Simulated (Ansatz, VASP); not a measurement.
## Se in VASP and in Ansatz

```xyz
3
Lattice="4.0662 0.0000 0.0000 -2.0331 3.5215 0.0000 0.0000 0.0000 5.1275" Properties=species:S:1:pos:R:3 pbc="T T T"
Se    1.0067    0.0000    1.7092
Se   -0.5033    0.8718    3.4183
Se    1.5298    2.6497    0.0000
```

Alike in both runs: functional PBE; dispersion D3(BJ); k mesh 12 × 12 × 6; occupations gaussian, width 0.02 eV; no spin polarisation.

Ansatz relaxed the structure, and its values are those at the end. VASP's run is a single point on that final structure, the one shown.

|  | VASP | Ansatz |
| --- | --- | --- |
| version | VASP 6.6.1 | Ansatz 0.2.0 |
| potentials or method | VASP PAW PBE potentials, release 64 (Se), cutoff 520 eV | scalar-relativistic, plane waves, PAW |
| valence electrons in the cell | 18 | 48 |

VASP gave:

* gap on the k mesh at the Fermi level (eV): 0.51
* least direct gap on the mesh (eV): 0.53
* pressure (GPa): 0.1
* rms of the force components (eV/Å): 0.009

Q: Estimate Ansatz's values.

A: gap on the k mesh at the Fermi level (eV): 0.52; least direct gap on the mesh (eV): 0.54; pressure (GPa): 0.0; rms of the force components (eV/Å): 0.003.

VASP's potentials hold 18 valence electrons a cell and Ansatz's 48, so a difference there can come from the potentials and not from the codes.
